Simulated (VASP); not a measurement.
## Li: single point with r2SCAN+D3(BJ)

The system is Li.

```xyz
1
Lattice="-1.7891 1.7891 1.7891 1.7891 -1.7891 1.7891 1.7891 1.7891 -1.7891" Properties=species:S:1:pos:R:3 pbc="T T T"
Li    0.0000    0.0000    0.0000
```

```yaml
Program: VASP 6.6.1
Task: single point
Functional: r2SCAN
Dispersion: D3(BJ)
Potentials_or_basis: VASP PAW PBE potentials, release 64 (Li_sv)
Cutoff: 520 eV
k_mesh: 11 × 11 × 11
Occupations: fermi-dirac, width 0.05 eV
Spin: no spin polarisation
Dipole_correction: no
Further_INCAR_settings: ALGO = Normal; EDIFF = 1e-06; NBANDS = 8
```

```yaml
Dispersion_energy_per_atom: -0.070 eV
```

Levels at points of the mesh, in eV from the Fermi level:
```tsv
k point	band 1	band 2	band 3	band 4	band 5	band 6
(0.00, 0.00, 0.00)	-48.39	-3.69	15.00	15.00	15.00	18.99
```

Run time: 22 s on 1 thread of Intel(R) Xeon(R) Platinum 8375C CPU @ 2.90GHz (Ice Lake) (shared host), peak memory 0.14 GiB.
